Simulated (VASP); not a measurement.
Write the native input for VASP 6.6.1 that does the following.

```yaml
Task: single point
Functional: r2SCAN
Potentials_or_basis: VASP PAW PBE potentials, release 64 (Si, O)
Cutoff: 660 eV
k_mesh: 8 × 8 × 8
Occupations: gaussian, width 0.02 eV
Spin: no spin polarisation
Dipole_correction: no
Further_INCAR_settings: ALGO = Normal; EDIFF = 1e-06; NBANDS = 25
```

The system is SiO2.

```
Si O
1.0
    -2.47333    2.47333    3.65636
     2.47333   -2.47333    3.65636
     2.47333    2.47333   -3.65636
Si O
2 4
Direct
  0.00000 0.00000 0.00000
  0.75000 0.25000 0.50000
  0.97314 0.62500 0.84814
  0.37500 0.22314 0.34814
  0.77686 0.12500 0.15186
  0.87500 0.02686 0.65186
```

The input as run:

POSCAR

```
SiO2
1.0
   -2.4733308990      2.4733308990      3.6563637095
    2.4733308990     -2.4733308990      3.6563637095
    2.4733308990      2.4733308990     -3.6563637095
Si O
2 4
Direct
    0.0000000000      0.0000000000      0.0000000000
    0.7500000000      0.2500000000      0.5000000000
    0.9731417547      0.6250000000      0.8481417547
    0.3750000000      0.2231417547      0.3481417547
    0.7768582453      0.1250000000      0.1518582453
    0.8750000000      0.0268582453      0.6518582453
```

INCAR.step1

```
SYSTEM = SiO2
PREC = Accurate
ENCUT = 660
ISMEAR = 0
SIGMA = 0.02
LREAL = .False.
LASPH = .True.
NELM = 120
NBANDS = 25
GGA = PE
ALGO = Normal
EDIFF = 1E-5
LWAVE = .True.
LCHARG = .False.
GGA_COMPAT = .False.
```

INCAR.step2

```
SYSTEM = SiO2
PREC = Accurate
ENCUT = 660
EDIFF = 1E-6
ISMEAR = 0
SIGMA = 0.02
LREAL = .False.
LASPH = .True.
NELM = 120
ALGO = Normal
ISIF = 2
LWAVE = .False.
LCHARG = .False.
METAGGA = R2SCAN
LMIXTAU = .True.
NBANDS = 25
ISTART = 1
GGA_COMPAT = .False.
```

KPOINTS

```
Automatic mesh
0
Gamma
  8 8 8
  0 0 0
```

Potentials or basis: VASP PAW PBE potentials, release 64 (Si, O).

Command:

```console
$ cat potpaw_PBE.64/Si/POTCAR potpaw_PBE.64/O/POTCAR > POTCAR
$ cp INCAR.step1 INCAR
$ mpirun -np 1 vasp_std > vasp.out
$ cp INCAR.step2 INCAR
$ mpirun -np 1 vasp_std > vasp.out
```

It gave:

| Item | Value |
| --- | --- |
| Pressure | -0.1 GPa |
| Largest force | 0.008 eV/Å |
| Band gap on the k mesh | 6.56 eV |

Caveat: the PAW data sets were made with another functional, which shifts forces and pressure a little.

Wall time 8.5 min on 1 thread of AMD EPYC 7R13 Processor (Zen 3), on a shared host, peak memory 0.33 GiB.
